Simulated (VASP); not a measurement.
# CuO: single point with PBE

Crystal: CuO.

```
CELL_PARAMETERS angstrom
2.34465 -1.71340 0.00000
2.34465 1.71340 0.00000
-0.86055 0.00000 5.05944
ATOMIC_POSITIONS crystal
Cu 0.00320 0.49680 0.00000
Cu 0.49680 0.00320 0.50000
O 0.57140 0.40560 0.25370
O 0.40560 0.57140 0.75370
```

```yaml
Program: VASP 6.6.1
Task: single point
Functional: PBE
Potentials_or_basis: VASP PAW PBE potentials, release 64 (Cu, O)
Cutoff: 520 eV
k_mesh: 16 × 16 × 8
Occupations: methfessel-paxton, width 0.02 eV
Spin: no spin polarisation
Dipole_correction: no
Further_INCAR_settings: ALGO = Normal; EDIFF = 1e-07; NBANDS = 25
```

```yaml
Pressure: 6.4 GPa
Largest_force: 0.787 eV/Å
Band_gap_on_the_k_mesh: zero (bands 17 and 18 overlap by 0.72 eV)
```

Forces in eV/Å, atoms in the order of the input:
```
Cu  -0.649  0.366  0.253
Cu  -0.649 -0.366  0.253
O    0.649  0.270 -0.253
O    0.649 -0.270 -0.253
```

Stress tensor (GPa, compression positive):
```
 6.29  0.00 -1.81
 0.00  6.99  0.00
-1.81  0.00  5.77
```

Levels at points of the mesh, in eV from the Fermi level:
```tsv
k point	band 14	band 15	band 16	band 17	band 18	band 19	band 20	band 21
(0.00, 0.00, 0.00)	-2.22	-2.14	-1.66	0.21	0.91	1.71	6.05	8.15
(0.50, 0.00, 0.00)	-1.60	-1.49	-1.40	-0.04	0.29	4.91	6.32	6.95
(0.50, 0.50, 0.00)	-2.12	-1.68	-1.23	-0.65	1.06	3.39	7.06	8.57
(0.00, 0.00, 0.50)	-2.23	-1.47	-1.47	0.24	0.24	3.93	3.93	11.69
(0.50, 0.00, 0.50)	-2.16	-1.74	-1.60	-0.10	0.73	5.15	6.53	8.11
(0.50, 0.50, 0.50)	-1.66	-1.31	-1.31	-0.42	-0.42	5.24	5.24	9.01
```

It took 3.3 min on 1 thread of Intel(R) Xeon(R) 6975P-C (Granite Rapids), with other jobs on the host, peak memory 0.54 GiB.

Caveat: the cell stands under pressure; semilocal functionals often make such compounds metallic where correlation or magnetic order opens a gap, which also shifts bond lengths. With open d or f shells a metallic result of PBE can be an artefact of self-interaction; +U or a hybrid may open a gap.
